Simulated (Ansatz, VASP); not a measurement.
## One calculation of CoSi2, two programs

```
CELL_PARAMETERS angstrom
-2.71612 2.71612 2.40349
2.71612 -2.71612 2.40349
2.71612 2.71612 -2.40349
ATOMIC_POSITIONS crystal
Co 0.25000 0.25000 0.00000
Co 0.75000 0.75000 0.00000
Si 0.65836 0.15836 0.81673
Si 0.15836 0.34164 0.50000
Si 0.34164 0.84164 0.18327
Si 0.84164 0.65836 0.50000
```

Alike in both runs: functional PBEsol; k mesh 10 × 10 × 10; occupations gaussian, width 0.1 eV; no spin polarisation.

Ansatz relaxed the structure, and its values are those at the end. VASP's run is a single point on that final structure, the one shown.

|  | VASP | Ansatz |
| --- | --- | --- |
| version | VASP 6.6.1 | Ansatz 0.2.0 |
| potentials or method | VASP PAW PBE potentials, release 64 (Co, Si), cutoff 600 eV | scalar-relativistic, plane waves, PAW |
| valence electrons in the cell | 34 | 50 |

|  | VASP | Ansatz | Ansatz less VASP |
| --- | --- | --- | --- |
| gap on the k mesh at the Fermi level (eV) | none | none | - |
| pressure (GPa) | 0.0 | 0.0 | -0.01 |
| rms of the force components (eV/Å) | 0.007 | 0.001 | -0.0061 |

VASP's potentials were made for PBE, not for PBEsol. A gap of «none» marks a metal or a gap that the smearing closes. VASP's potentials hold 34 valence electrons a cell and Ansatz's 50, so a difference there can come from the potentials and not from the codes.
